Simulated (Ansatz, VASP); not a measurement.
Two plane-wave programs on ZrN

```xyz
2
Lattice="0.0000 2.2976 2.2976 2.2976 0.0000 2.2976 2.2976 2.2976 0.0000" Properties=species:S:1:pos:R:3 pbc="T T T"
Zr    0.0000    0.0000    0.0000
N     2.2976    2.2976    2.2976
```

Alike in both runs: functional PBE; k mesh 16 × 16 × 16; occupations gaussian, width 0.1 eV; no spin polarisation.

Ansatz relaxed the structure, and its values are those at the end. VASP's run is a single point on that final structure, the one shown.

|  | VASP | Ansatz |
| --- | --- | --- |
| version | VASP 6.6.1 | Ansatz 0.2.0 |
| potentials or method | VASP PAW PBE potentials, release 64 (Zr_sv, N), cutoff 600 eV | scalar-relativistic, plane waves, PAW |
| valence electrons in the cell | 17 | 17 |

|  | VASP | Ansatz | Ansatz less VASP |
| --- | --- | --- | --- |
| gap on the k mesh at the Fermi level (eV) | none | none | - |
| pressure (GPa) | 0.1 | 0.0 | -0.07 |

A gap of «none» marks a metal or a gap that the smearing closes. With one functional, cell and mesh, what is left measures potentials, basis and numerics.
